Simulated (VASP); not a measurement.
# NbTeI2 (P4/mmm) in VASP: further runs, part 2 of 2

VASP 6.6.1. Earlier steps stand in the parts before.

## 5. Single point, PBE, collinear spin, ferromagnetic start

Input file INCAR:

```
SYSTEM = NbTeI2
  PREC = Accurate
  ENCUT = 520
  EDIFF = 1E-6
  ISMEAR = 0
  SIGMA = 0.1
  LREAL = .False.
  LASPH = .True.
  NELM = 150
  ALGO = Normal
  ISIF = 2
  LWAVE = .False.
  LCHARG = .True.
  ISPIN = 2
  MAGMOM = 1 0 0 0
  LORBIT = 11
  LMAXMIX = 4
  GGA = PE
  LELF = .True.
  LVHAR = .True.
  NBANDS = 28
```

Input file KPOINTS:

```
regular mesh
0
Gamma
  4 4 4
  0 0 0
```

Input file POSCAR:

```
NbTeI2
1.0
    5.7234316802      0.0000000000      0.0000000000
    0.0000000000      5.7234316802      0.0000000000
    0.0000000000      0.0000000000      5.3392014613
Nb Te I
1 1 2
Direct
    0.0000000000      0.0000000000      0.0000000000
    0.0000000000      0.0000000000      0.5000000000
    0.5000000000      0.0000000000      0.0000000000
    0.0000000000      0.5000000000      0.0000000000
```

Potentials or basis: VASP PAW PBE potentials, release 64 (Nb_sv, Te, I).

The run is started by

```bash
cat potpaw_PBE.64/Nb_sv/POTCAR potpaw_PBE.64/Te/POTCAR potpaw_PBE.64/I/POTCAR > POTCAR
mpirun -np 1 vasp_std > vasp.out
```

OUTCAR:

```text
SYSTEM = NbTeI2
   PREC = Accurate
   ENCUT = 520
   EDIFF = 1E-6
   ISMEAR = 0
   LREAL = .False.
   LASPH = .True.
   NELM = 150
   ISIF = 2
   ISPIN = 2
   LORBIT = 11
   GGA = PE

 ion  position               nearest neighbor table
   1  0.000  0.000  0.000-   2 2.67   2 2.67   4 2.86   3 2.86   4 2.86   3 2.86
   2  0.000  0.000  0.500-   1 2.67   1 2.67
   3  0.500  0.000  0.000-   1 2.86   1 2.86
   4  0.000  0.500  0.000-   1 2.86   1 2.86

  LATTYP: Found a simple tetragonal cell.
 ALAT       =     5.7234316802
 C/A-ratio  =     0.9328671608

  Lattice vectors:

 A1 = (   5.7234316802,   0.0000000000,   0.0000000000)
 A2 = (   0.0000000000,   5.7234316802,   0.0000000000)
 A3 = (   0.0000000000,   0.0000000000,   5.3392014613)

Analysis of symmetry for initial positions (statically):
=====================================================================
 Subroutine PRICEL returns:
 Original cell was already a primitive cell.

 Routine SETGRP: Setting up the symmetry group for a
 simple tetragonal supercell.

 Subroutine GETGRP returns: Found 16 space group operations
 (whereof 16 operations were pure point group operations)
 out of a pool of 16 trial point group operations.

The static configuration has the point symmetry D_4h.

Analysis of symmetry for dynamics (positions and initial velocities):
=====================================================================
 Subroutine PRICEL returns:
 Original cell was already a primitive cell.

 Routine SETGRP: Setting up the symmetry group for a
 simple tetragonal supercell.

 Subroutine GETGRP returns: Found 16 space group operations
 (whereof 16 operations were pure point group operations)
 out of a pool of 16 trial point group operations.

The dynamic configuration has the point symmetry D_4h.

Analysis of structural, dynamic, and magnetic symmetry:
[... 154 lines left out ...]

  energy without entropy =      -16.67314277  energy(sigma->0) =      -16.67855912

 E-fermi :   2.8549     XC(G=0):  -7.5174

 val. band max:        2.8415109466   @ k =   0.2500   0.0000   0.0000
 cond. band min:       2.9033858476   @ k =   0.2500   0.2500   0.0000
 fundamental gap:      0.0618749010
 Fermi energy:         2.8548720321

 spin component 1

 k-point     1 :       0.0000    0.0000    0.0000
  band No.  band energies     occupation
      1     -53.3592      1.00000
      2     -29.4890      1.00000
      3     -29.4890      1.00000
      4     -29.3384      1.00000
      5     -10.3383      1.00000
      6      -9.7629      1.00000
[... 547 lines left out ...]
     27      10.5755      0.00000
     28      10.5755      0.00000
 Fermi energy:         2.8548720321

 spin component 2

 k-point     1 :       0.0000    0.0000    0.0000
  band No.  band energies     occupation
      1     -53.0102      1.00000
      2     -29.0632      1.00000
      3     -29.0298      1.00000
      4     -29.0298      1.00000
      5     -10.3088      1.00000
      6      -9.7406      1.00000
[... 547 lines left out ...]
     27      10.6114      0.00000
     28      10.6114      0.00000

------------------------ aborting loop because EDIFF is reached ----------------------------------------

  FORCE on cell =-STRESS in cart. coord.  units (eV):
  Direction    XX          YY          ZZ          XY          YZ          ZX
  --------------------------------------------------------------------------------------
  -------------------------------------------------------------------------------------
  Total        0.0143300      0.0143300      0.2988522      0.0000000      0.0000000      0.0000000
  in kB        0.1312706      0.1312706      2.7376489      0.0000000      0.0000000      0.0000000
  external PRESSURE =       1.0000633 kB  Pullay stress =       0.0000000 kB

 VOLUME and BASIS-vectors are now :
 -----------------------------------------------------------------------------
  energy-cutoff  :      520.00
  volume of cell :      174.90
      direct lattice vectors                 reciprocal lattice vectors
     5.723431680  0.000000000  0.000000000     0.174720352  0.000000000  0.000000000
     0.000000000  5.723431680  0.000000000     0.000000000  0.174720352  0.000000000
     0.000000000  0.000000000  5.339201461     0.000000000  0.000000000  0.187293925

 POSITION                                       TOTAL-FORCE (eV/Angst)
 -----------------------------------------------------------------------------------
      0.00000      0.00000      0.00000         0.000000      0.000000      0.000000
      0.00000      0.00000      2.66960         0.000000      0.000000      0.000000
      2.86172      0.00000      0.00000         0.000000      0.000000      0.000000
      0.00000      2.86172      0.00000         0.000000      0.000000      0.000000
 -----------------------------------------------------------------------------------
    total drift:                               -0.000000     -0.000000      0.000000

  FREE ENERGIE OF THE ION-ELECTRON SYSTEM (eV)
  ---------------------------------------------------
  free  energy   TOTEN  =       -16.6839754661 eV

  energy  without entropy=      -16.6731427687  energy(sigma->0) =      -16.67855912

 total charge

# of ion       s       p       d       tot
------------------------------------------
    1        2.131   5.984   2.384  10.499
    2        1.372   2.037   0.025   3.433
    3        1.499   2.787   0.023   4.310
    4        1.499   2.787   0.023   4.310
--------------------------------------------------
tot          6.502  13.595   2.455  22.552

 magnetization (x)

# of ion       s       p       d       tot
------------------------------------------
    1        0.004   0.004   0.500   0.508
    2       -0.002  -0.062   0.002  -0.062
    3        0.000   0.015   0.004   0.019
    4        0.000   0.015   0.004   0.019
--------------------------------------------------
tot          0.002  -0.027   0.510   0.485
```

OSZICAR:

```text
N       E                     dE             d eps       ncg     rms          rms(c)
DAV:   1     0.213504560539E+03    0.21350E+03   -0.13793E+04  2200   0.990E+02
DAV:   2    -0.619115596835E+00   -0.21412E+03   -0.20289E+03  2856   0.251E+02
DAV:   3    -0.171658772158E+02   -0.16547E+02   -0.16310E+02  2860   0.611E+01
DAV:   4    -0.181086601602E+02   -0.94278E+00   -0.93809E+00  3328   0.165E+01
DAV:   5    -0.181298369285E+02   -0.21177E-01   -0.21159E-01  2824   0.200E+00    0.837E+00
DAV:   6    -0.170793367902E+02    0.10505E+01   -0.38978E+00  3084   0.140E+01    0.581E+00
DAV:   7    -0.167573980728E+02    0.32194E+00   -0.13825E+00  2748   0.855E+00    0.316E+00
DAV:   8    -0.166853839400E+02    0.72014E-01   -0.18119E-01  2632   0.346E+00    0.111E+00
DAV:   9    -0.166882590813E+02   -0.28751E-02   -0.41485E-02  2540   0.101E+00    0.552E-01
DAV:  10    -0.166837945306E+02    0.44646E-02   -0.56769E-03  2820   0.637E-01    0.226E-01
DAV:  11    -0.166839590614E+02   -0.16453E-03   -0.16601E-03  2684   0.221E-01    0.122E-01
DAV:  12    -0.166839992893E+02   -0.40228E-04   -0.19332E-04  2492   0.109E-01    0.562E-02
DAV:  13    -0.166839905610E+02    0.87283E-05   -0.41233E-05  2280   0.428E-02    0.274E-02
DAV:  14    -0.166839845208E+02    0.60402E-05   -0.14136E-05  2456   0.261E-02    0.134E-02
DAV:  15    -0.166839774181E+02    0.71027E-05   -0.91325E-06  2268   0.256E-02    0.515E-03
DAV:  16    -0.166839757980E+02    0.16201E-05   -0.18229E-06  1936   0.690E-03    0.315E-03
DAV:  17    -0.166839754661E+02    0.33194E-06   -0.21515E-07  1660   0.404E-03
   1 F= -.16683975E+02 E0= -.16678559E+02  d E =-.108327E-01  mag=     0.6245
```

stdout:

```text
POSCAR found type information on POSCAR NbTeI
 POSCAR found :  3 types and       4 ions
 scaLAPACK will be used
 LDA part: xc-table for (Slater+PW92), standard interpolation
 POSCAR, INCAR and KPOINTS ok, starting setup
 FFT: planning ... GRIDC
 FFT: planning ... GRID_SOFT
 FFT: planning ... GRID
 WAVECAR not read
 entering main loop
```

Run time: 3.9 min. Hardware: 1 thread of AMD EPYC 7R43 (Zen 3), shared host; peak memory 0.4 GiB.

Results:

```yaml
Free_energy: -16.6840 eV
Pressure: 0.1 GPa
Net_moment: 0.62 μB per cell
Site_moments: Nb +0.51; Te -0.06; I +0.02 μB
Valence_electrons_inside_the_program's_atomic_spheres: Nb 10.50; Te 3.43; I 4.31
```

Caveat: spin-orbit coupling is left out, which moves the levels of the heavy elements.

## 6. The runs side by side

```tsv
task	spin	cell	cutoff (eV)	gap on the mesh (eV)	pressure (GPa)
single point	off	a = 5.723, b = 5.723, c = 5.339 Å, 4 atoms	520	none	0.0
relaxation of cell and atoms	off	relaxed from a = 5.916 Å, 4 atoms	600	none	-0.1
single point	off	a = 5.916 Å, 4 atoms	520	none	-4.4
single point	collinear, ferromagnetic start	a = 5.723, b = 5.723, c = 5.339 Å, 4 atoms	520	none	0.1
```

Alike in all rows: level PBE; potentials or basis VASP PAW PBE potentials, release 64 (Nb_sv, Te, I); k mesh 4 × 4 × 4; smearing gaussian 0.1 eV.

Caveats: spin-orbit coupling is left out, which moves the levels of the heavy elements; an odd number of electrons without spin polarisation forces a metal (some runs); a magnetic or distorted state may lie lower (some runs).

Total energies depend on the potentials used, so only differences within one code and one set of settings carry meaning.
